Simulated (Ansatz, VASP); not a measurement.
# BP: VASP beside Ansatz

INCAR

```
SYSTEM = BP
PREC     = Accurate       ! precision mode
ENCUT    = 500            ! plane-wave cutoff, eV
EDIFF    = 1E-6           ! SCF threshold, eV
ISMEAR   = 0              ! smearing method
SIGMA    = 0.05           ! smearing width, eV
LREAL    = .FALSE.        ! projectors in reciprocal space
LASPH    = .TRUE.         ! aspherical terms in the spheres
NELM     = 120            ! most SCF steps
ALGO     = Normal         ! electronic algorithm
ISIF     = 2              ! what is computed and relaxed
LWAVE    = .FALSE.        ! write WAVECAR
LCHARG   = .FALSE.        ! write CHGCAR
NBANDS   = 11             ! bands
GGA_COMPAT= .FALSE.
```

Contents of KPOINTS:

```
regular mesh
0
G
  12 12 12
  0 0 0
```

The input POSCAR:

```
BP
1.0
    0.0000000000      1.9540722639      1.9540722639
    1.9540722639      0.0000000000      1.9540722639
    1.9540722639      1.9540722639      0.0000000000
B P
1 1
Direct
    0.0000000000      0.0000000000      0.0000000000
    0.2500000000      0.2500000000      0.2500000000
```

Input for Ansatz:

```yaml
crystal:
  lattice:
    - [0.0, 1.9540722639, 1.9540722639]
    - [1.9540722639, 0.0, 1.9540722639]
    - [1.9540722639, 1.9540722639, 0.0]
  atoms:
    - { symbol: B, position: [0.0, 0.0, 0.0] }
    - { symbol: P, position: [0.25, 0.25, 0.25] }
scf:
  occupations: { method: gaussian, width: 0.05 }
output:
  forces: true
  stress: true
  eigenvalues: true
hamiltonian:
  xc: lda
basis:
  ecutwfc: 560
kpoints:
  mp_grid: { grid: [12, 12, 12] }
```

Alike in both runs: task single point; functional LDA; k mesh 12 × 12 × 12; occupations gaussian, width 0.05 eV; no spin polarisation.

|  | VASP | Ansatz |
| --- | --- | --- |
| version | VASP 6.6.1 | Ansatz 0.2.0 |
| potentials or method | VASP PAW LDA potentials, release 64 (B, P), cutoff 500 eV | scalar-relativistic, plane waves, PAW |
| valence electrons in the cell | 8 | 8 |

```csv
,VASP,Ansatz,Ansatz less VASP
gap on the k mesh at the Fermi level (eV),0.40,0.41,+0.006
least direct gap on the mesh (eV),4.65,4.65,-0.006
```

LDA's correlation is that of Perdew and Zunger in VASP and of Perdew and Wang (1992) in Ansatz.
